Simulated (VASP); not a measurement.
Set up this calculation in VASP 6.6.1, as the native input.

```
Task                   : relaxation of cell and atoms
Functional             : PBEsol
Potentials or basis    : VASP PAW PBE potentials, release 64 (Na_pv)
Cutoff                 : 500 eV
k mesh                 : 16 × 16 × 16
Occupations            : fermi-dirac, width 0.1 eV
Spin                   : no spin polarisation
Target pressure        : 19 GPa
Dipole correction      : no
Further INCAR settings : ALGO = Normal; EDIFF = 1e-07; IBRION = 2; EDIFFG = -0.005; NSW = 60; ISIF = 3
```

The structure of Na lies in POSCAR:

```
Na
1.0
   -1.6656590020      1.6656590020      1.6656590020
    1.6656590020     -1.6656590020      1.6656590020
    1.6656590020      1.6656590020     -1.6656590020
Na
1
Direct
    0.0000000000      0.0000000000      0.0000000000
```

These files were run (other wordings do the same):

INCAR

```
PREC = Accurate ; ENCUT = 500
EDIFF = 1E-7 ; ISMEAR = -1
SIGMA = 0.1 ; LREAL = False
LASPH = True ; NELM = 120
ALGO = Normal ; ISIF = 3
LWAVE = False ; LCHARG = False
GGA = PS ; IBRION = 2
NSW = 60 ; EDIFFG = -0.005
PSTRESS = 190.0 ; GGA_COMPAT = False
NELMIN = 4
```

KPOINTS

```
Automatic mesh
0
Gamma
  16 16 16
```

Potentials or basis: VASP PAW PBE potentials, release 64 (Na_pv).

Run with:

```bash
$ cat potpaw_PBE.64/Na_pv/POTCAR > POTCAR
$ mpirun -np 1 vasp_std > vasp.out
```

Results of the run:

| Property | Result |
| --- | --- |
| Relaxed volume | 18.42 Å³/atom |
| Relaxed cell | a = 2.881 Å, b = 2.881 Å, c = 2.881 Å, α = 109.47°, β = 109.47°, γ = 109.47° |
| Space group after relaxing (to 0.1 Å) | Im-3m (No. 229) |
| Energy change on relaxing (the run minimises the enthalpy) | +8.0 meV/atom |
| Ionic steps | 3 |
| Pressure after relaxing | 19.0 GPa |
| Band gap on the k mesh | zero (an odd number of electrons rules out a gap without spin polarisation) |

Caveat: the cell is relaxed towards a set pressure, so the run minimises the enthalpy, not the energy; the PAW data sets were made with another functional, which shifts forces and pressure a little.

It took 11 s on 1 thread of Intel(R) Xeon(R) Platinum 8488C (Sapphire Rapids), with other jobs on the host, peak memory 0.14 GiB.
